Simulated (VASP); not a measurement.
Input of a VASP 6.6.1 run:

INCAR

```
SYSTEM = MoS2
  PREC = Accurate
  ENCUT = 520
  EDIFF = 1E-6
  ISMEAR = 1
  SIGMA = 0.1
  LREAL = .FALSE.
  LASPH = .TRUE.
  NELM = 80
  ALGO = Normal
  ISIF = 2
  LWAVE = .FALSE.
  LCHARG = .FALSE.
  GGA = PS
  NBANDS = 20
```

KPOINTS

```
Automatic mesh
0
G
  10 10 5
  0 0 0
```

File POSCAR:

```
MoS2
1.0
    3.1446727129      0.0000000000      0.0000000000
   -1.5723358693      2.7233657936      0.0000000000
    0.0000000000      0.0000000000      6.1505427925
Mo S
1 2
Direct
    0.0000000000      0.0000000000      0.5000000000
    0.3333333333      0.6666666667      0.2553190000
    0.6666666667      0.3333333333      0.7446810000
```

Potentials or basis: VASP PAW PBE potentials, release 64 (Mo_sv, S).

Command:

```sh
$ cat potpaw_PBE.64/Mo_sv/POTCAR potpaw_PBE.64/S/POTCAR > POTCAR
$ mpirun -np 1 vasp_std > vasp.out
```

Task: Estimate the largest force.

Result: 1.396 eV/Å.

Task: What does it give for the band gap on the k mesh?

Result: Zero (bands 13 and 14 overlap by 0.75 eV).

Task: What does it give for the pressure?

Result: 8.4 GPa.

Stress tensor (GPa, compression positive):
```
 6.44  0.00  0.00
 0.00  6.44  0.00
 0.00  0.00 12.28
```

Caveat: the cell stands under pressure; the PAW data sets were made with another functional, which shifts forces and pressure a little; this functional lacks dispersion, which binds the layers, so the pressure and a relaxed spacing across them are unreliable.
